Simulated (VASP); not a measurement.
A run of VASP 6.6.1 is set up as follows.

POSCAR

```
GeCN2
1.0
    1.7937903697      1.0356453528      4.9219572124
   -1.7937903697      1.0356453528      4.9219572124
    0.0000000000     -2.0712907056      4.9219572124
Ge N C
1 2 1
Direct
    0.0000000000      0.0000000000      0.0000000000
    0.5839044000      0.5839044000      0.5839044000
    0.4160956000      0.4160956000      0.4160956000
    0.5000000000      0.5000000000      0.5000000000
```

Contents of INCAR.step1:

```
ALGO     = Normal         # electronic algorithm
EDIFF    = 1E-4           # SCF threshold, eV
ENCUT    = 520            # plane-wave cutoff, eV
GGA      = PE             # functional
ISMEAR   = 0              # smearing method
LASPH    = T              # aspherical terms in the spheres
LCHARG   = F              # write CHGCAR
LREAL    = F              # projectors in reciprocal space
LWAVE    = T              # write WAVECAR
NBANDS   = 22             # bands
NELM     = 80             # most SCF steps
PREC     = Accurate       # precision mode
SIGMA    = 0.01           # smearing width, eV
```

File INCAR.step2:

```
ALGO     = Normal         # electronic algorithm
EDIFF    = 1E-7           # SCF threshold, eV
ENCUT    = 520            # plane-wave cutoff, eV
ISIF     = 2              # what is computed and relaxed
ISMEAR   = 0              # smearing method
ISTART   = 1            
LASPH    = T              # aspherical terms in the spheres
LCHARG   = F              # write CHGCAR
LMIXTAU  = T            
LREAL    = F              # projectors in reciprocal space
LWAVE    = F              # write WAVECAR
METAGGA  = R2SCAN         # meta-GGA
NBANDS   = 22             # bands
NELM     = 80             # most SCF steps
PREC     = Accurate       # precision mode
SIGMA    = 0.01           # smearing width, eV
```

Contents of KPOINTS:

```
k-points
0
Gamma
  8 8 8
```

Potentials or basis: VASP PAW PBE potentials, release 64 (Ge_d, N, C).

The run is started by

```console
$ cat potpaw_PBE.64/Ge_d/POTCAR potpaw_PBE.64/N/POTCAR potpaw_PBE.64/C/POTCAR > POTCAR
$ cp INCAR.step1 INCAR
$ mpirun -np 1 vasp_std > vasp.out
$ cp INCAR.step2 INCAR
$ mpirun -np 1 vasp_std > vasp.out
```

(1) What does it give for the pressure?

(2) Estimate the band gap on the k mesh.

Answers

(1) -3.0 GPa.

(2) 1.13 eV, indirect (least direct gap 2.15 eV).

Caveat: the PAW data sets were made with another functional, which shifts forces and pressure a little.
